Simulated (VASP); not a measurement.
Ru, 4 atoms in the cell. It takes space group Cmce (No. 64, orthorhombic). The conventional cell has a = 2.711 Å, b = 9.180 Å, c = 4.590 Å, α = 90.00°, β = 90.00°, γ = 90.00°. Ru (site symmetry m) has 9 Ru at 2.33 to 2.81 Å within 3.1 Å. 

| Item | Value |
| --- | --- |
| Program | VASP 6.6.1 |
| Task | single point |
| Functional | PBEsol |
| Potentials or basis | VASP PAW PBE potentials, release 64 (Ru_pv) |
| Cutoff | 520 eV |
| k mesh | 18 × 18 × 10 |
| Occupations | gaussian, width 0.1 eV |
| Spin | no spin polarisation |
| Dipole correction | no |
| Further INCAR settings | ALGO = Normal; EDIFF = 1e-06; NBANDS = 36 |

Potentials or basis: VASP PAW PBE potentials, release 64 (Ru_pv).

Command:

```bash
$ cat potpaw_PBE.64/Ru_pv/POTCAR > POTCAR
$ mpirun -np 1 vasp_std > vasp.out
```

Hardware: 1 thread of AMD EPYC 9R45 96-Core Processor (Zen 5), with other jobs on the host.

Q: Estimate the wall time of this run.

A: Run time: 9.6 min on 1 thread of AMD EPYC 9R45 96-Core Processor (Zen 5) (shared host), peak memory 0.77 GiB. Counts: scf iterations 11, k points 546.
